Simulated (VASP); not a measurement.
Set up this calculation in VASP 6.6.1, as the native input.

```yaml
Task: relaxation of cell and atoms
Functional: PBE
Potentials_or_basis: VASP PAW PBE potentials, release 64 (Pr, Sb, Se)
Cutoff: 600 eV
k_mesh: 6 × 6 × 4
Occupations: gaussian, width 0.1 eV
Spin: no spin polarisation
Dipole_correction: no
Further_INCAR_settings: ALGO = Normal; EDIFF = 1e-06; IBRION = 2; EDIFFG = -0.04; NSW = 90; ISIF = 3
```

The structure of Pr2SbSe2 lies in POSCAR:

```
Pr2SbSe2
1.0
    4.4656360200      0.0000000000      0.0000000000
   -2.2328180100      3.8673542400      0.0000000000
    0.0000000000      0.0000000000      7.4119775500
Pr Sb Se
2 1 2
Direct
    0.3333333300      0.6666666700      0.2490000000
    0.6666666700      0.3333333300      0.7510000000
    0.0000000000      0.0000000000      0.0000000000
    0.6666666700      0.3333333300      0.3910000000
    0.3333333300      0.6666666700      0.6090000000
```

The cell was built from a structure type or drawn by symmetry, and may not be a known phase.

One way to write it, as run:

INCAR

```
SYSTEM = Pr2SbSe2
PREC = Accurate ; ENCUT = 600
EDIFF = 1E-6 ; ISMEAR = 0
SIGMA = 0.1 ; LREAL = .FALSE.
LASPH = .TRUE. ; NELM = 80
ALGO = Normal ; ISIF = 3
LWAVE = .FALSE. ; LCHARG = .FALSE.
GGA = PE ; IBRION = 2
NSW = 90 ; EDIFFG = -0.04
```

KPOINTS

```
regular mesh
0
G
  6 6 4
  0 0 0
```

Potentials or basis: VASP PAW PBE potentials, release 64 (Pr, Sb, Se).

The run is started by

```bash
$ cat potpaw_PBE.64/Pr/POTCAR potpaw_PBE.64/Sb/POTCAR potpaw_PBE.64/Se/POTCAR > POTCAR
$ mpirun -np 1 vasp_std > vasp.out
```

It gave:

```json
{"Relaxed volume": "29.41 Å³/atom", "Relaxed cell": "a = 4.728 Å, b = 4.728 Å, c = 7.596 Å, α = 90.00°, β = 90.00°, γ = 120.00°", "Space group after relaxing (to 0.1 Å)": "P-3m1 (No. 164)", "Energy gained by relaxing": "192.1 meV/atom", "Ionic steps": "15", "Pressure after relaxing": "0.0 GPa", "Largest force after relaxing": "0.031 eV/Å", "Band gap on the k mesh": "zero (an odd number of electrons rules out a gap without spin polarisation)"}
```

Caveat: spin-orbit coupling is left out, which moves the levels of the heavy elements; the run has no spin polarisation, though such a crystal can be magnetic; semilocal functionals describe open f shells poorly, which spoils levels, moments and volumes.

Wall time 42 min on 1 thread of Intel(R) Xeon(R) 6975P-C (Granite Rapids), with other jobs on the host, peak memory 0.42 GiB.
